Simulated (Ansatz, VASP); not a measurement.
Given: the input of a run of VASP 6.6.1 on CdS.

POSCAR

```
CdS
1.0
    0.0000000000      2.8969255847      2.8969255847
    2.8969255847      0.0000000000      2.8969255847
    2.8969255847      2.8969255847      0.0000000000
Cd S
1 1
Direct
    0.0000000000      0.0000000000      0.0000000000
    0.7500000000      0.7500000000      0.7500000000
```

File INCAR.step1:

```
SYSTEM = CdS
PREC = Accurate ; ENCUT = 520
ISMEAR = -1 ; SIGMA = 0.05
LREAL = .False. ; LASPH = .True.
NELM = 60 ; NBANDS = 16
GGA = PE ; ALGO = Normal
EDIFF = 1E-4 ; LWAVE = .True.
LCHARG = .False.
```

INCAR.step2

```
SYSTEM = CdS
PREC = Accurate ; ENCUT = 520
EDIFF = 1E-6 ; ISMEAR = -1
SIGMA = 0.05 ; LREAL = .False.
LASPH = .True. ; NELM = 60
ALGO = Normal ; ISIF = 2
LWAVE = .False. ; LCHARG = .False.
METAGGA = R2SCAN ; LMIXTAU = .True.
LUSE_VDW = .True. ; IVDW_NL = 2
BPARAM = 11.95 ; CPARAM = 0.0093
NBANDS = 16 ; ISTART = 1
```

Contents of KPOINTS:

```
Automatic mesh
0
Gamma
  8 8 8
  0 0 0
```

Potentials or basis: VASP PAW PBE potentials, release 64 (Cd, S).

Run with:

```bash
$ cat potpaw_PBE.64/Cd/POTCAR potpaw_PBE.64/S/POTCAR > POTCAR
$ cp INCAR.step1 INCAR
$ mpirun -np 1 vasp_std > vasp.out
$ cp INCAR.step2 INCAR
$ mpirun -np 1 vasp_std > vasp.out
```

**Question.** Set up the same calculation for Ansatz 0.2.0. Potentials there: Ansatz PAW.

**Answer.** As run (the cutoff follows the program's own potentials):

File input.yaml:

```yaml
crystal:
  lattice:
    - [0.0, 2.8969255847, 2.8969255847]
    - [2.8969255847, 0.0, 2.8969255847]
    - [2.8969255847, 2.8969255847, 0.0]
  atoms:
    - { symbol: Cd, position: [0.0, 0.0, 0.0] }
    - { symbol: S, position: [0.75, 0.75, 0.75] }
hamiltonian:
  xc: r2scan
  pseudopotentials: { kind: paw }
  dispersion: rvv10
kpoints:
  mp_grid: { grid: [8, 8, 8] }
scf:
  occupations: { method: fermi_dirac, width: 0.05 }
output:
  forces: true
  stress: true
  eigenvalues: true
```

Potentials or basis: Ansatz PAW.

Launch:

```console
$ ansatz run input.yaml --threads 2 --pin off --max-ram 5120MiB --backend cpu --events-out ev --progress --plain --runs-dir out
```

Both were run:

|  | VASP | Ansatz | Ansatz less VASP |
| --- | --- | --- | --- |
| gap on the k mesh at the Fermi level (eV) | 1.58 | 1.58 | +0.002 |
| least direct gap on the mesh (eV) | 1.58 | 1.58 | +0.002 |
| pressure (GPa) | 2.4 | 2.0 | -0.45 |

VASP's potentials were made for PBE, not for r2SCAN. VASP's potentials hold 18 valence electrons a cell and Ansatz's 26, so a difference there can come from the potentials and not from the codes.
